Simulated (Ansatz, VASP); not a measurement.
Given: the input of a run of Ansatz 0.2.0 on Ge3Pd.

input.yaml

```yaml
crystal:
  lattice:
    - [4.0574681928, 0.0, 0.0]
    - [0.0, 4.0574681928, 0.0]
    - [0.0, 0.0, 4.0574681928]
  atoms:
    - { symbol: Pd, position: [0.0, 0.0, 0.0] }
    - { symbol: Ge, position: [0.5, 0.5, 0.0] }
    - { symbol: Ge, position: [0.5, 0.0, 0.5] }
    - { symbol: Ge, position: [0.0, 0.5, 0.5] }
kpoints:
  mp_grid: { grid: [7, 7, 7] }
scf:
  occupations: { method: fermi_dirac, width: 0.05 }
hamiltonian:
  xc: pbesol
  pseudopotentials: { kind: all_electron, lapw: { basis_error: 0.001 } }
output:
  forces: true
  stress: true
  eigenvalues: true
```

Potentials or basis: all-electron LAPW, scalar-relativistic.

Launch:

```console
$ ansatz run input.yaml --threads 2 --pin off --max-ram 8192MiB --backend cpu --events-out ev --progress --plain --runs-dir out
```

Q: Translate it to VASP 6.6.1. Potentials there: VASP PAW PBE potentials, release 64 (Pd, Ge_d).

A: As run (the cutoff follows the program's own potentials):

The input INCAR:

```
PREC = Accurate
ENCUT = 520
EDIFF = 1E-6
ISMEAR = -1
SIGMA = 0.05
LREAL = F
LASPH = T
NELM = 80
ALGO = Normal
ISIF = 2
LWAVE = F
LCHARG = F
GGA = PS
NBANDS = 34
```

KPOINTS

```
Automatic mesh
0
Gamma
  7 7 7
```

Contents of POSCAR:

```
Ge3Pd
1.0
    4.0574681928      0.0000000000      0.0000000000
    0.0000000000      4.0574681928      0.0000000000
    0.0000000000      0.0000000000      4.0574681928
Pd Ge
1 3
Direct
    0.0000000000      0.0000000000      0.0000000000
    0.5000000000      0.5000000000      0.0000000000
    0.5000000000      0.0000000000      0.5000000000
    0.0000000000      0.5000000000      0.5000000000
```

Potentials or basis: VASP PAW PBE potentials, release 64 (Pd, Ge_d).

Command:

```bash
$ cat potpaw_PBE.64/Pd/POTCAR potpaw_PBE.64/Ge_d/POTCAR > POTCAR
$ mpirun -np 1 vasp_std > vasp.out
```

Both were run:

|  | VASP | Ansatz | Ansatz less VASP |
| --- | --- | --- | --- |
| gap on the k mesh at the Fermi level (eV) | none | none | - |
| pressure (GPa) | 1.2 | 1.0 | -0.21 |

VASP's potentials were made for PBE, not for PBEsol. A gap of «none» marks a metal or a gap that the smearing closes. Ansatz ran all-electron here, and VASP with PAW potentials.
